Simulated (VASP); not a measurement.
Write the native input for VASP 6.6.1 that does the following.

- Task: single point
- Functional: PBEsol
- Potentials or basis: VASP PAW PBE potentials, release 64 (Si)
- Cutoff: 520 eV
- k mesh: 13 × 13 × 7
- Occupations: fermi-dirac, width 0.1 eV
- Spin: no spin polarisation
- Dipole correction: no
- Further INCAR settings: ALGO = Normal; EDIFF = 1e-06; NBANDS = 11

The structure of Si lies in POSCAR:

```
Si
1.0
    2.6777623518      0.0000000000      0.0000000000
   -1.3388811759      2.3190102220      0.0000000000
    0.0000000000      0.0000000000      4.5057119693
Si
2
Direct
    0.3333333333      0.6666666667      0.2500000000
    0.6666666667      0.3333333333      0.7500000000
```

This isn't the form of Si at room conditions, which is diamond.

These files were run (other wordings do the same):

INCAR

```
SYSTEM = Si
PREC = Accurate
ENCUT = 520
EDIFF = 1E-6
ISMEAR = -1
SIGMA = 0.1
LREAL = .False.
LASPH = .True.
NELM = 80
ALGO = Normal
ISIF = 2
LWAVE = .False.
LCHARG = .False.
GGA = PS
NBANDS = 11
```

KPOINTS

```
Automatic mesh
0
Gamma
  13 13 7
  0 0 0
```

Potentials or basis: VASP PAW PBE potentials, release 64 (Si).

The run is started by

```console
$ cat potpaw_PBE.64/Si/POTCAR > POTCAR
$ mpirun -np 1 vasp_std > vasp.out
```

Results of the run:

| Property | Result |
| --- | --- |
| Pressure | 0.1 GPa |
| Band gap on the k mesh | zero (bands 4 and 5 overlap by 12.10 eV) |

Caveat: the PAW data sets were made with another functional, which shifts forces and pressure a little.

It took 15 s on 1 thread of Intel Xeon 8259CL, on a shared host, peak memory 0.14 GiB.
